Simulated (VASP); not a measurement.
Here is a VASP 6.6.1 calculation.

The input INCAR:

```
SYSTEM = Ni
PREC = Accurate
ENCUT = 600
EDIFF = 1E-6
ISMEAR = 0
SIGMA = 0.1
LREAL = .FALSE.
LASPH = .TRUE.
NELM = 150
ALGO = Normal
ISIF = 3
LWAVE = .FALSE.
LCHARG = .FALSE.
ISPIN = 2
MAGMOM = 0.66 0.66
LORBIT = 11
LMAXMIX = 4
GGA = PE
IBRION = 2
NSW = 90
EDIFFG = -0.04
```

Contents of KPOINTS:

```
Automatic mesh
0
G
  8 8 8
  0 0 0
```

Contents of POSCAR:

```
Ni
1.0
   -2.1523410896      2.1523410896      1.1741417954
    2.1523410896     -2.1523410896      1.1741417954
    2.1523410896      2.1523410896     -1.1741417954
Ni
2
Direct
    0.0000000000      0.0000000000      0.0000000000
    0.7500000000      0.2500000000      0.5000000000
```

Potentials or basis: VASP PAW PBE potentials, release 64 (Ni).

The run is started by

```console
$ cat potpaw_PBE.64/Ni/POTCAR > POTCAR
$ mpirun -np 1 vasp_std > vasp.out
```

Task: Estimate the relaxed cell.

Result: a = 3.358 Å, b = 3.358 Å, c = 3.358 Å, α = 97.42°, β = 97.42°, γ = 137.87°.

Task: Predict the band gap on the k mesh.

Result: Zero (filled and empty bands overlap).

Task: Estimate the space group after relaxing (to 0.05 Å).

Result: I4_1/amd (No. 141).

Task: What does it give for the relaxed volume?

Result: 11.85 Å³/atom.

Stress tensor (GPa, compression positive):
```
 0.17  0.00  0.00
 0.00  0.17  0.00
 0.00  0.00 -0.39
```

Caveat: the k points lie up to 0.37 Å⁻¹ apart in the final cell.
